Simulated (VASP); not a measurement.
# AlN (P6_3/mmc) in VASP: notebook, part 2 of 2

VASP 6.6.1. Earlier steps stand in the parts before.

### Step 4. Single point, LDA

This run uses another cell than the first one, of the same volume but with other edges.

The input, INCAR:

```
ALGO = Normal
EDIFF = 1E-6
ENCUT = 600
GGA = CA
GGA_COMPAT = F
ISIF = 2
ISMEAR = -1
LASPH = T
LCHARG = F
LREAL = F
LWAVE = F
NBANDS = 16
NELM = 120
PREC = Accurate
SIGMA = 0.2
```

The input, KPOINTS:

```
k-points
0
Gamma
  12 12 6
```

The input, POSCAR:

```
AlN
1.0
    3.2085435845      0.0000000000      0.0000000000
   -1.6042717922      2.7786802533      0.0000000000
    0.0000000000      0.0000000000      4.4622764994
Al N
2 2
Direct
    0.3333333333      0.6666666667      0.7500000000
    0.6666666667      0.3333333333      0.2500000000
    0.3333333333      0.6666666667      0.2500000000
    0.6666666667      0.3333333333      0.7500000000
```

Potentials or basis: VASP PAW LDA potentials, release 64 (Al, N).

Run with:

```bash
$ cat potpaw_LDA.64/Al/POTCAR potpaw_LDA.64/N/POTCAR > POTCAR
$ mpirun -np 1 vasp_std > vasp.out
```

OUTCAR:

```text
EDIFF = 1E-6
   ENCUT = 600
   GGA = CA
   ISIF = 2
   ISMEAR = -1
   LASPH = T
   LREAL = F
   NELM = 120
   PREC = Accurate

 ion  position               nearest neighbor table
   1  0.333  0.667  0.750-   4 1.85   4 1.85   4 1.85   3 2.23   3 2.23   2 2.90   2 2.90   2 2.90
                             2 2.90   2 2.90   2 2.90
   2  0.667  0.333  0.250-   3 1.85   3 1.85   3 1.85   4 2.23   4 2.23   1 2.90   1 2.90   1 2.90
                             1 2.90   1 2.90   1 2.90
   3  0.333  0.667  0.250-   2 1.85   2 1.85   2 1.85   1 2.23   1 2.23
   4  0.667  0.333  0.750-   1 1.85   1 1.85   1 1.85   2 2.23   2 2.23

  LATTYP: Found a hexagonal cell.
 ALAT       =     3.2085435845
 C/A-ratio  =     1.3907482887

  Lattice vectors:

 A1 = (   3.2085435845,   0.0000000000,   0.0000000000)
 A2 = (  -1.6042717922,   2.7786802533,   0.0000000000)
 A3 = (   0.0000000000,   0.0000000000,   4.4622764994)

Analysis of symmetry for initial positions (statically):
=====================================================================
 Subroutine PRICEL returns:
 Original cell was already a primitive cell.

[... 179 lines left out ...]
 fundamental gap:      3.0867467629
 Fermi energy:         9.5729044703

 k-point     1 :       0.0000    0.0000    0.0000
  band No.  band energies     occupation
      1      -8.9131      2.00000
      2      -5.7426      2.00000
      3       0.6399      2.00000
      4       4.6858      2.00000
      5       4.6858      2.00000
      6       5.8920      2.00000
[... 433 lines left out ...]
      3       1.1451      2.00000
      4       2.6150      2.00000
      5       3.3238      2.00000
      6       3.8381      2.00000
[... 8 lines left out ...]
     15      19.2407      0.00000
     16      19.7590      0.00000

 [... further k-points ...]

------------------------ aborting loop because EDIFF is reached ----------------------------------------

  FORCE on cell =-STRESS in cart. coord.  units (eV):
  Direction    XX          YY          ZZ          XY          YZ          ZX
  --------------------------------------------------------------------------------------
  -------------------------------------------------------------------------------------
  Total        0.6732451      0.6732451     -3.2501182      0.0000000      0.0000000     -0.0000000
  in kB       27.1132015     27.1132015   -130.8900839      0.0000000      0.0000000     -0.0000000
  external PRESSURE =     -25.5545603 kB  Pullay stress =       0.0000000 kB

 VOLUME and BASIS-vectors are now :
 -----------------------------------------------------------------------------
  energy-cutoff  :      600.00
  volume of cell :       39.78
      direct lattice vectors                 reciprocal lattice vectors
     3.208543585  0.000000000  0.000000000     0.311667887  0.179941539  0.000000000
    -1.604271792  2.778680253  0.000000000     0.000000000  0.359883077  0.000000000
     0.000000000  0.000000000  4.462276499     0.000000000  0.000000000  0.224100860

 POSITION                                       TOTAL-FORCE (eV/Angst)
 -----------------------------------------------------------------------------------
     -0.00000      1.85245      3.34671        -0.000000     -0.000000      0.000000
      1.60427      0.92623      1.11557         0.000000      0.000000      0.000000
     -0.00000      1.85245      1.11557        -0.000000     -0.000000      0.000000
      1.60427      0.92623      3.34671        -0.000000      0.000000      0.000000
 -----------------------------------------------------------------------------------
    total drift:                               -0.000000      0.000000     -0.000000

  FREE ENERGIE OF THE ION-ELECTRON SYSTEM (eV)
  ---------------------------------------------------
  free  energy   TOTEN  =       -32.3138418058 eV

  energy  without entropy=      -32.3138204541  energy(sigma->0) =      -32.31383113
```

OSZICAR:

```text
N       E                     dE             d eps       ncg     rms          rms(c)
DAV:   1     0.446469184084E+02    0.44647E+02   -0.79932E+03  2432   0.101E+03
DAV:   2    -0.338436000592E+02   -0.78491E+02   -0.70712E+02  3536   0.187E+02
DAV:   3    -0.372541530339E+02   -0.34106E+01   -0.33935E+01  2944   0.394E+01
DAV:   4    -0.372718401578E+02   -0.17687E-01   -0.17685E-01  2960   0.342E+00
DAV:   5    -0.372720123487E+02   -0.17219E-03   -0.17219E-03  2800   0.330E-01    0.121E+01
DAV:   6    -0.324329918591E+02    0.48390E+01   -0.10290E+01  2584   0.236E+01    0.415E+00
DAV:   7    -0.323743649642E+02    0.58627E-01   -0.50230E-01  2976   0.488E+00    0.275E+00
DAV:   8    -0.323164488582E+02    0.57916E-01   -0.76159E-02  2584   0.233E+00    0.432E-01
DAV:   9    -0.323137446667E+02    0.27042E-02   -0.68619E-03  2880   0.622E-01    0.235E-01
DAV:  10    -0.323139025820E+02   -0.15792E-03   -0.58522E-04  2816   0.165E-01    0.150E-01
DAV:  11    -0.323138422412E+02    0.60341E-04   -0.89608E-05  2696   0.723E-02    0.240E-02
DAV:  12    -0.323138418058E+02    0.43543E-06   -0.12357E-06  2392   0.895E-03
   1 F= -.32313842E+02 E0= -.32313831E+02  d E =-.213517E-04
```

stdout:

```text
POSCAR found type information on POSCAR AlN
 POSCAR found :  2 types and       4 ions
 scaLAPACK will be used
 LDA part: xc-table for (Slater(with rela. corr.)+CA(PZ))
 , standard interpolation
 POSCAR, INCAR and KPOINTS ok, starting setup
 FFT: planning ... GRIDC
 FFT: planning ... GRID_SOFT
 FFT: planning ... GRID
 WAVECAR not read
 entering main loop
```

It took 76 s on 1 thread of Intel Xeon 8259CL, shared host; peak memory 0.18 GiB.

Results:

```yaml
Free_energy: -32.3138 eV
Pressure: -2.6 GPa
Band_gap_on_the_k_mesh: 3.09 eV, direct
```

Stress tensor (GPa, compression positive):
```
  2.71   0.00   0.00
  0.00   2.71   0.00
  0.00   0.00 -13.09
```

 A k mesh can miss the band edges.

### Step 5. Summary

| cell | gap on the mesh (eV) | pressure (GPa) |
| --- | --- | --- |
| a = 3.117, b = 3.117, c = 4.729 Å, angles 90.0, 90.0, 120.0°, 4 atoms | 3.05 | 7.6 |
| a = 3.405, b = 3.405, c = 3.961 Å, angles 90.0, 90.0, 120.0°, 4 atoms | 3.53 | -8.1 |
| a = 3.209, b = 3.209, c = 4.462 Å, angles 90.0, 90.0, 120.0°, 4 atoms | 3.09 | -2.6 |

Alike in all rows: task single point; level LDA; potentials or basis VASP PAW LDA potentials, release 64 (Al, N); no spin polarisation; k mesh 12 × 12 × 6; cutoff (eV) 600; smearing fermi-dirac 0.2 eV.

Total energies depend on the potentials used, so only differences within one code and one set of settings carry meaning.
